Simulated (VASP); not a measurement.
A run of VASP 6.6.1 is set up as follows.

File INCAR:

```
SYSTEM = PbS
PREC = Accurate
ENCUT = 520
EDIFF = 1E-6
ISMEAR = 0
SIGMA = 0.03
LREAL = .FALSE.
LASPH = .TRUE.
NELM = 60
ALGO = Normal
ISIF = 2
LWAVE = .FALSE.
LCHARG = .FALSE.
GGA = PE
IVDW = 12
NBANDS = 17
```

The input KPOINTS:

```
Automatic mesh
0
G
  10 10 10
  0 0 0
```

File POSCAR:

```
PbS
1.0
    0.0000000000      2.9798250000      2.9650000000
    2.9650000000      0.0000000000      2.9650000000
    2.9650000000      2.9798250000      0.0000000000
Pb S
1 1
Direct
    0.0000000000      0.0000000000      0.0000000000
    0.5000000000      0.5000000000      0.5000000000
```

Potentials or basis: VASP PAW PBE potentials, release 64 (Pb_d, S).

Command:

```console
$ cat potpaw_PBE.64/Pb_d/POTCAR potpaw_PBE.64/S/POTCAR > POTCAR
$ mpirun -np 1 vasp_std > vasp.out
```

(1) Estimate the pressure.

(2) Estimate the dispersion energy per atom.

(3) Predict the band gap on the k mesh.

Answers

(1) -0.2 GPa.

(2) -0.346 eV.

(3) 0.38 eV, direct.

Caveat: the cell differs from its parent crystal (strain +0.0050 x Voigt [0, 1, 0, 0, 0, 0]); spin-orbit coupling is left out, which moves the levels of the heavy elements.
